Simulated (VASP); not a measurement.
A run of VASP 6.6.1 is set up as follows.

File INCAR:

```
PREC = Accurate
ENCUT = 520
EDIFF = 1E-7
ISMEAR = -1
SIGMA = 0.1
LREAL = False
LASPH = True
NELM = 150
ALGO = Normal
ISIF = 2
LWAVE = False
LCHARG = False
MAGMOM = 0 0 0
LORBIT = 11
LSORBIT = True
GGA_COMPAT = False
LORBMOM = True
LMAXMIX = 4
GGA = RP
NBANDS = 21
```

The input KPOINTS:

```
regular mesh
0
Gamma
  14 14 14
```

Contents of POSCAR:

```
Pd
1.0
    0.0000000000      1.9925547369      1.9925547369
    1.9925547369      0.0000000000      1.9925547369
    1.9925547369      1.9925547369      0.0000000000
Pd
1
Direct
    0.0000000000      0.0000000000      0.0000000000
```

Potentials or basis: VASP PAW PBE potentials, release 64 (Pd).

Launch:

```console
$ cat potpaw_PBE.64/Pd/POTCAR > POTCAR
$ mpirun -np 1 vasp_ncl > vasp.out
```

(1) Predict the net moment.

(2) Predict the pressure.

Results:

(1) 0.00 μB per cell.

(2) -0.1 GPa.

Caveat: the PAW data sets were made with another functional, which shifts forces and pressure a little.
